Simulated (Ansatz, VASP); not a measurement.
**SiO2: VASP beside Ansatz**

Contents of INCAR:

```
PREC = Accurate
ENCUT = 520
EDIFF = 1E-7
ISMEAR = 0
SIGMA = 0.05
LREAL = False
LASPH = True
NELM = 60
ALGO = Normal
ISIF = 2
LWAVE = False
LCHARG = False
GGA = CA
NBANDS = 34
```

Contents of KPOINTS:

```
regular mesh
0
Gamma
  6 6 4
```

POSCAR

```
SiO2
1.0
    4.9631179144      0.0000000000      0.0000000000
   -2.4815589572      4.2981861959      0.0000000000
    0.0000000000      0.0000000000      5.5248549937
Si O
3 6
Direct
    0.0000000000      0.5000000000      0.3333333333
    0.5000000000      0.5000000000      0.6666666667
    0.5000000000      0.0000000000      0.0000000000
    0.5843949021      0.7921974511      0.8333333333
    0.7921974511      0.5843949021      0.5000000000
    0.7921974511      0.2078025489      0.1666666667
    0.4156050979      0.2078025489      0.8333333333
    0.2078025489      0.4156050979      0.5000000000
    0.2078025489      0.7921974511      0.1666666667
```

Input for Ansatz:

```yaml
crystal:
  lattice:
    - [4.9631179144, 0.0, 0.0]
    - [-2.4815589572, 4.2981861959, 0.0]
    - [0.0, 0.0, 5.5248549937]
  atoms:
    - { symbol: Si, position: [0.0, 0.5, 0.3333333333] }
    - { symbol: Si, position: [0.5, 0.5, 0.6666666667] }
    - { symbol: Si, position: [0.5, 0.0, 0.0] }
    - { symbol: O, position: [0.5843949021, 0.7921974511, 0.8333333333] }
    - { symbol: O, position: [0.7921974511, 0.5843949021, 0.5] }
    - { symbol: O, position: [0.7921974511, 0.2078025489, 0.1666666667] }
    - { symbol: O, position: [0.4156050979, 0.2078025489, 0.8333333333] }
    - { symbol: O, position: [0.2078025489, 0.4156050979, 0.5] }
    - { symbol: O, position: [0.2078025489, 0.7921974511, 0.1666666667] }
basis:
  ecutwfc: 420
kpoints:
  mp_grid: { grid: [6, 6, 4] }
hamiltonian:
  xc: lda
scf:
  occupations: { method: gaussian, width: 0.05 }
output:
  forces: true
  stress: true
  eigenvalues: true
  write_density: true
  write_potential: true
  elf: true
  volumetric_format: npy
```

Change from the starting cell: strain -0.015 along x and y, +0.000 along z, atoms carried along.

Alike in both runs: task single point; functional LDA; k mesh 6 × 6 × 4; occupations gaussian, width 0.05 eV; no spin polarisation.

|  | VASP | Ansatz |
| --- | --- | --- |
| version | VASP 6.6.1 | Ansatz 0.2.0 |
| potentials or method | VASP PAW LDA potentials, release 64 (Si, O), cutoff 520 eV | scalar-relativistic, plane waves, PAW |
| valence electrons in the cell | 48 | 48 |

|  | VASP | Ansatz | Ansatz less VASP |
| --- | --- | --- | --- |
| gap on the k mesh at the Fermi level (eV) | 5.61 | 5.62 | +0.004 |
| least direct gap on the mesh (eV) | 5.78 | 5.78 | 0.000 |
| pressure (GPa) | 6.7 | 6.0 | -0.66 |
| traceless stress, the component that is largest in VASP (GPa) | -0.55 | -0.61 | -0.057 |
| rms of the force components (eV/Å) | 0.132 | 0.128 | -0.0038 |

LDA's correlation is that of Perdew and Zunger in VASP and of Perdew and Wang (1992) in Ansatz. Atom by atom the forces differ by 0.004 eV/Å (rms over components).
